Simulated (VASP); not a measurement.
# TiO2 (Cmm2) in VASP: further runs

Runs on TiO2. Level: PBEsol. Tasks: single point.

Everything below comes from runs of VASP 6.6.1. Logs are shortened: lines on timing, memory, paths and dates and some standing lists are left out, and cuts for length are marked.

**1. The cell of the first run**

The structure is orthorhombic, space group Cmm2 (No. 35). Conventional cell: a = 6.493 Å, b = 6.493 Å, c = 2.939 Å, α = 90.00°, β = 90.00°, γ = 90.00°. Within 2.4 Å of Ti (site symmetry mm2) lie 6 O at 1.83 to 2.06 Å. Within 2.6 Å of Ti (site symmetry mm2) lie 6 O at 1.94 to 1.98 Å. Within 2.6 Å of O (site symmetry m) lie 3 Ti at 1.94 to 1.98 Å and 1 O at 2.54 Å. O (site symmetry m) has 3 Ti at 1.83 to 2.06 Å within 2.4 Å.

**2. Single point, PBEsol (atom 1 (Ti) moved -0.150 Å along Cartesian [0 0 1])**

The input, INCAR:

```
SYSTEM = TiO2
  PREC = Accurate
  ENCUT = 520
  EDIFF = 1E-6
  ISMEAR = 0
  SIGMA = 0.05
  LREAL = .False.
  LASPH = .True.
  NELM = 60
  ALGO = Normal
  ISIF = 2
  LWAVE = .False.
  LCHARG = .False.
  GGA = PS
  NBANDS = 33
```

The input, KPOINTS:

```
regular mesh
0
Gamma
  6 6 10
  0 0 0
```

The input, POSCAR:

```
TiO2
1.0
    4.5912476203      0.0000000000      0.0000000000
    0.0000000000      4.5912476203      0.0000000000
    0.0000000000      0.0000000000      2.9389940195
Ti O
2 4
Direct
    0.0000000000      0.0000000000     -0.0510378718
    0.5000000000      0.5000000000      0.5000000000
    0.3044387440      0.3044387440      0.0000000000
    0.1955612560      0.8044387440      0.5000000000
    0.6955612560      0.6955612560      0.0000000000
    0.8044387440      0.1955612560      0.5000000000
```

Potentials or basis: VASP PAW PBE potentials, release 64 (Ti_sv, O).

Launch:

```sh
cat potpaw_PBE.64/Ti_sv/POTCAR potpaw_PBE.64/O/POTCAR > POTCAR
mpirun -np 1 vasp_std > vasp.out
```

OUTCAR:

```text
SYSTEM = TiO2
   PREC = Accurate
   ENCUT = 520
   EDIFF = 1E-6
   ISMEAR = 0
   LREAL = .False.
   LASPH = .True.
   NELM = 60
   ISIF = 2
   GGA = PS

 ion  position               nearest neighbor table
   1  0.000  0.000  0.949-   4 1.83   6 1.83   5 1.98   3 1.98   4 2.06   6 2.06
   2  0.500  0.500  0.500-   3 1.94   5 1.94   3 1.94   5 1.94   4 1.98   6 1.98
   3  0.304  0.304  0.000-   2 1.94   2 1.94   1 1.98
   4  0.196  0.804  0.500-   1 1.83   2 1.98   1 2.06
   5  0.696  0.696  0.000-   2 1.94   2 1.94   1 1.98
   6  0.804  0.196  0.500-   1 1.83   2 1.98   1 2.06

  LATTYP: Found a simple tetragonal cell.
 ALAT       =     4.5912476203
 C/A-ratio  =     0.6401297126

  Lattice vectors:

 A1 = (   4.5912476203,   0.0000000000,   0.0000000000)
 A2 = (   0.0000000000,   4.5912476203,   0.0000000000)
 A3 = (   0.0000000000,   0.0000000000,   2.9389940195)

Analysis of symmetry for initial positions (statically):
=====================================================================
 Subroutine PRICEL returns:
 Original cell was already a primitive cell.

 Routine SETGRP: Setting up the symmetry group for a
 simple tetragonal supercell.

 Subroutine GETGRP returns: Found  4 space group operations
 (whereof  4 operations were pure point group operations)
 out of a pool of 16 trial point group operations.

The static configuration has the point symmetry C_2v.

Analysis of symmetry for dynamics (positions and initial velocities):
=====================================================================
 Subroutine PRICEL returns:
 Original cell was already a primitive cell.

 Routine SETGRP: Setting up the symmetry group for a
 simple tetragonal supercell.

 Subroutine GETGRP returns: Found  4 space group operations
 (whereof  4 operations were pure point group operations)
 out of a pool of 16 trial point group operations.

The dynamic configuration has the point symmetry C_2v.

 Subroutine INISYM returns: Found  4 space group operations
 (whereof  4 operations are pure point group operations),
 and found     1 'primitive' translations

----------------------------------------------------------------------------------------

                                     Primitive cell

  volume of cell :      61.9527

  direct lattice vectors                    reciprocal lattice vectors
     4.591247620  0.000000000  0.000000000     0.217805721  0.000000000  0.000000000
     0.000000000  4.591247620  0.000000000     0.000000000  0.217805721  0.000000000
     0.000000000  0.000000000  2.938994019     0.000000000  0.000000000  0.340252479

  length of vectors
     4.591247620  4.591247620  2.938994019     0.217805721  0.217805721  0.340252479

  position of ions in fractional coordinates (direct lattice)
     0.000000000  0.000000000  0.948962128
     0.500000000  0.500000000  0.500000000
     0.304438744  0.304438744  0.000000000
     0.195561256  0.804438744  0.500000000
     0.695561256  0.695561256  0.000000000
     0.804438744  0.195561256  0.500000000

  ion indices of the primitive-cell ions
   primitive index   ion index
                 1           1
                 2           2
                 3           3
                 4           4
                 5           5
                 6           6

----------------------------------------------------------------------------------------

 KPOINTS: regular mesh

Automatic generation of k-mesh.
 Grid dimensions read from file:
 generate k-points for:    6    6   10

 Generating k-lattice:

  Cartesian coordinates                     Fractional coordinates (reciprocal lattice)
     0.036300954  0.000000000  0.000000000     0.166666667  0.000000000  0.000000000
     0.000000000  0.036300954  0.000000000     0.000000000  0.166666667  0.000000000
     0.000000000  0.000000000  0.034025248     0.000000000  0.000000000  0.100000000

  Length of vectors
     0.036300954  0.036300954  0.034025248

  Shift w.r.t. Gamma in fractional coordinates (k-lattice)
     0.000000000  0.000000000  0.000000000

 Subroutine IBZKPT returns following result:
 ===========================================

 Found     78 irreducible k-points:

 Following reciprocal coordinates:
            Coordinates               Weight
  0.000000  0.000000  0.000000      1.000000
  0.166667  0.000000  0.000000      4.000000
  0.333333  0.000000  0.000000      4.000000
  0.500000  0.000000  0.000000      2.000000
  0.166667  0.166667  0.000000      2.000000
 -0.166667  0.166667  0.000000      2.000000
[... 16 lines left out ...]
  0.333333  0.333333  0.100000      4.000000
 -0.333333  0.333333  0.100000      4.000000
 [... further k-points ...]
   k-points           NKPTS =     78   k-points in BZ     NKDIM =     78   number of bands    NBANDS=     33
   number of dos      NEDOS =    301   number of ions     NIONS =      6
   total plane-waves  NPLWV =  31104
   dimension x,y,z NGX =    36 NGY =   36 NGZ =   24
   dimension x,y,z NGXF=    72 NGYF=   72 NGZF=   48
   ions per type =               2   4
   NGX,Y,Z   is equivalent  to a cutoff of  13.04, 13.04, 13.58 a.u.
   NGXF,Y,Z  is equivalent  to a cutoff of  26.07, 26.07, 27.15 a.u.
 SYSTEM =  TiO2
   PREC   = accura    normal or accurate (medium, high low for compatibility)
   ISTART =      0    job   : 0-new  1-cont  2-samecut
   ICHARG =      2    charge: 1-file 2-atom 10-const
   ISPIN  =      1    spin polarized calculation?
   LNONCOLLINEAR =      F non collinear calculations
   LSORBIT =      F    spin-orbit coupling
   LASPH  =      T    aspherical Exc in radial PAW
   ENCUT  =  520.0 eV  38.22 Ry    6.18 a.u.   8.54  8.54  5.46*2*pi/ulx,y,z
   NELM   =     60;   NELMIN=  2; NELMDL= -5     # of ELM steps
   EDIFF  = 0.1E-05   stopping-criterion for ELM
   LREAL  =      F    real-space projection
   EDIFFG = 0.1E-04   stopping-criterion for IOM
   NSW    =      0    number of steps for IOM
   IBRION =     -1    ionic relax: 0-MD 1-quasi-New 2-CG
   NFREE  =      0    steps in history (QN), initial steepest desc. (CG)
   ISIF   =      2    stress and relaxation
   ISYM   =      2    0-nonsym 1-usesym 2-fastsym
   POTIM  = 0.5000    time-step for ionic-motion
   TEBEG  =    0.0;   TEEND  =   0.0 temperature during run
   PSTRESS=    0.0 pullay stress
   NELECT =      48.0000    total number of electrons
   NUPDOWN=      -1.0000    fix difference up-down
   EMIN   =  10.00;   EMAX   =-10.00  energy-range for DOS
   EFERMI =   0.00;   METHOD = LEGACY
   ISMEAR =     0;   SIGMA  =   0.05  broadening in eV -4-tet -1-fermi 0-gaus
   EFERMI_NEDOS =   21; number of points for ismear=-14 and -15
   IALGO  =     38    algorithm
   IMIX   =      4    mixing-type and parameters
     AMIX     =   0.40;   BMIX     =  1.00
     AMIX_MAG =   1.60;   BMIX_MAG =  1.00
  volume/ion in A,a.u.               =      10.33        69.68
  Fermi-wavevector in a.u.,A,eV,Ry     =   1.503610  2.841411 30.760636  2.260843
  Thomas-Fermi vector in A             =   2.614698
   LORBIT       =      0    0 simple, 1 ext, 2 COOP (PROOUT), +10 PAW based schemes
   GGA     = PS    functional components
   LHFCALC =     F    Hartree Fock is set to
   AEXX    =    0.0000 exact exchange contribution
   IVDW    =     0    specifies the selected vdW correction
   LEPSILON=     F    determine dielectric tensor
   LRPA    =     F    only Hartree local field effects (RPA)
 non-spin polarized calculation
 Gauss-broadening in eV      SIGMA  =   0.05
  energy-cutoff  :      520.00
  volume of cell :       61.95
 maximum number of plane-waves:      1696
 NGX is ok and might be reduce to    36
   NGX = 17   NGY = 17   NGZ = 11

 number of electron      48.0000022 magnetization

 Free energy of the ion-electron system (eV)
  ---------------------------------------------------
  ext. energy  EPLUGINS =         0.00000000
  ---------------------------------------------------
  free energy    TOTEN  =       -56.07021433 eV

  energy without entropy =      -56.07021433  energy(sigma->0) =      -56.07021433

 E-fermi :   4.9810     XC(G=0): -11.7345

 val. band max:        4.7452051594   @ k =   0.0000   0.0000   0.0000
 cond. band min:       6.7081834472   @ k =   0.5000   0.5000   0.0000
 fundamental gap:      1.9629782878
 Fermi energy:         4.9809724479

 k-point     1 :       0.0000    0.0000    0.0000
  band No.  band energies     occupation
      1     -51.8287      2.00000
      2     -51.6645      2.00000
      3     -28.2352      2.00000
      4     -28.2176      2.00000
      5     -28.0299      2.00000
      6     -28.0293      2.00000
[... 25 lines left out ...]
     32      11.4967      0.00000
     33      11.5907      0.00000

 k-point     2 :       0.1667    0.0000    0.0000
  band No.  band energies     occupation
      1     -51.8285      2.00000
      2     -51.6646      2.00000
      3     -28.2294      2.00000
      4     -28.2076      2.00000
      5     -28.0419      2.00000
      6     -28.0283      2.00000
[... 25 lines left out ...]
     32      11.4013      0.00000
     33      11.5098      0.00000

 k-point     3 :       0.3333    0.0000    0.0000
  band No.  band energies     occupation
      1     -51.8282      2.00000
      2     -51.6649      2.00000
      3     -28.2169      2.00000
      4     -28.1816      2.00000
      5     -28.0708      2.00000
      6     -28.0274      2.00000
[... 25 lines left out ...]
     32      11.1388      0.00000
     33      11.3860      0.00000

 k-point     4 :       0.5000    0.0000    0.0000
  band No.  band energies     occupation
      1     -51.8281      2.00000
      2     -51.6650      2.00000
      3     -28.2099      2.00000
      4     -28.1614      2.00000
      5     -28.0924      2.00000
      6     -28.0270      2.00000
[... 673 lines left out ...]
     32      10.6747      0.00000
     33      11.3277      0.00000

 k-point    23 :       0.3333    0.3333    0.1000
  band No.  band energies     occupation
      1     -51.8238      2.00000
      2     -51.6606      2.00000
      3     -28.2181      2.00000
      4     -28.2098      2.00000
      5     -28.0785      2.00000
      6     -28.0189      2.00000
[... 25 lines left out ...]
     32      10.9183      0.00000
     33      11.4570      0.00000

 k-point    24 :      -0.3333    0.3333    0.1000
  band No.  band energies     occupation
      1     -51.8238      2.00000
      2     -51.6607      2.00000
      3     -28.2298      2.00000
      4     -28.1842      2.00000
      5     -28.0777      2.00000
      6     -28.0548      2.00000
[... 25 lines left out ...]
     32      10.9316      0.00000
     33      11.3417      0.00000

 [... further k-points ...]

------------------------ aborting loop because EDIFF is reached ----------------------------------------

  FORCE on cell =-STRESS in cart. coord.  units (eV):
  Direction    XX          YY          ZZ          XY          YZ          ZX
  --------------------------------------------------------------------------------------
  -------------------------------------------------------------------------------------
  Total        0.7809093      0.7809093      1.2262719     -0.6466944      0.0000000      0.0000000
  in kB       20.1953346     20.1953346     31.7129931    -16.7243622      0.0000000      0.0000000
  external PRESSURE =      24.0345541 kB  Pullay stress =       0.0000000 kB

 VOLUME and BASIS-vectors are now :
 -----------------------------------------------------------------------------
  energy-cutoff  :      520.00
  volume of cell :       61.95
      direct lattice vectors                 reciprocal lattice vectors
     4.591247620  0.000000000  0.000000000     0.217805721  0.000000000  0.000000000
     0.000000000  4.591247620  0.000000000     0.000000000  0.217805721  0.000000000
     0.000000000  0.000000000  2.938994019     0.000000000  0.000000000  0.340252479

 POSITION                                       TOTAL-FORCE (eV/Angst)
 -----------------------------------------------------------------------------------
      0.00000      0.00000      2.78899        -0.000000      0.000000      0.580734
      2.29562      2.29562      1.46950        -0.000000      0.000000     -0.059214
      1.39775      1.39775      0.00000         0.001710      0.001710      0.002087
      0.89787      3.69338      1.46950         0.240789     -0.240789     -0.262847
      3.19349      3.19349      0.00000        -0.001710     -0.001710      0.002087
      3.69338      0.89787      1.46950        -0.240789      0.240789     -0.262847
 -----------------------------------------------------------------------------------
    total drift:                                0.000000      0.000000      0.000071

  FREE ENERGIE OF THE ION-ELECTRON SYSTEM (eV)
  ---------------------------------------------------
  free  energy   TOTEN  =       -56.0702143281 eV

  energy  without entropy=      -56.0702143281  energy(sigma->0) =      -56.07021433
```

It took 59 s on 1 thread of Intel Xeon 6975P-C (Granite Rapids), shared host; peak memory 0.25 GiB.

What came out:

```yaml
Free_energy: -56.0702 eV
Pressure: 2.4 GPa
Largest_force: 0.581 eV/Å
Band_gap_on_the_k_mesh: 1.96 eV (least direct gap 2.05 eV)
```

Forces in eV/Å, atoms in the order of the input:
```
Ti   0.000  0.000  0.581
Ti   0.000  0.000 -0.059
O    0.002  0.002  0.002
O    0.241 -0.241 -0.263
O   -0.002 -0.002  0.002
O   -0.241  0.241 -0.263
```

Stress tensor (GPa, compression positive):
```
 2.02 -1.67  0.00
-1.67  2.02  0.00
 0.00  0.00  3.17
```

Levels at points of the mesh, in eV from the valence-band top:
| k point | band 21 | band 22 | band 23 | band 24 | band 25 | band 26 | band 27 | band 28 |
| --- | --- | --- | --- | --- | --- | --- | --- | --- |
| (0.00, 0.00, 0.00) | -0.77 | -0.56 | -0.46 | 0.00 | 2.05 | 2.39 | 2.55 | 2.59 |
| (0.50, 0.00, 0.00) | -1.68 | -1.53 | -0.77 | -0.74 | 2.46 | 2.64 | 3.32 | 3.33 |
| (0.50, 0.50, 0.00) | -1.47 | -1.23 | -1.13 | -1.09 | 1.96 | 2.28 | 2.61 | 2.83 |
| (0.00, 0.00, 0.50) | -2.61 | -2.20 | -1.43 | -1.38 | 2.84 | 3.26 | 3.38 | 3.50 |
| (0.50, 0.00, 0.50) | -2.03 | -2.01 | -1.13 | -1.00 | 1.97 | 2.09 | 3.31 | 3.52 |
| (0.50, 0.50, 0.50) | -1.49 | -1.12 | -0.66 | -0.62 | 2.44 | 3.03 | 3.27 | 3.32 |

Caveat: the cell differs from its parent crystal (atom 1 (Ti) moved -0.150 Å along Cartesian [0 0 1]); the PAW data sets were made with another functional, which shifts forces and pressure a little.

(Part 1 of 2 ends here.)
